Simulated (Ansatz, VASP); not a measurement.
# Pt in VASP and in Ansatz

```
CELL_PARAMETERS angstrom
0.00000 1.98347 1.98347
1.98347 0.00000 1.98347
1.98347 1.98347 0.00000
ATOMIC_POSITIONS crystal
Pt 0.00000 0.00000 0.00000
```

Alike in both runs: task single point; functional PBE; k mesh 8 × 8 × 8; occupations gaussian, width 0.05 eV; no spin polarisation.

|  | VASP | Ansatz |
| --- | --- | --- |
| version | VASP 6.6.1 | Ansatz 0.2.0 |
| potentials or method | VASP PAW PBE potentials, release 64 (Pt), cutoff 500 eV | scalar-relativistic, plane waves, PAW |
| valence electrons in the cell | 10 | 18 |

|  | VASP | Ansatz | Ansatz less VASP |
| --- | --- | --- | --- |
| gap on the k mesh at the Fermi level (eV) | none | none | - |
| pressure (GPa) | -0.6 | -0.1 | +0.52 |

A gap of «none» marks a metal or a gap that the smearing closes. VASP's potentials hold 10 valence electrons a cell and Ansatz's 18, so a difference there can come from the potentials and not from the codes.

Spin-orbit coupling is off throughout.
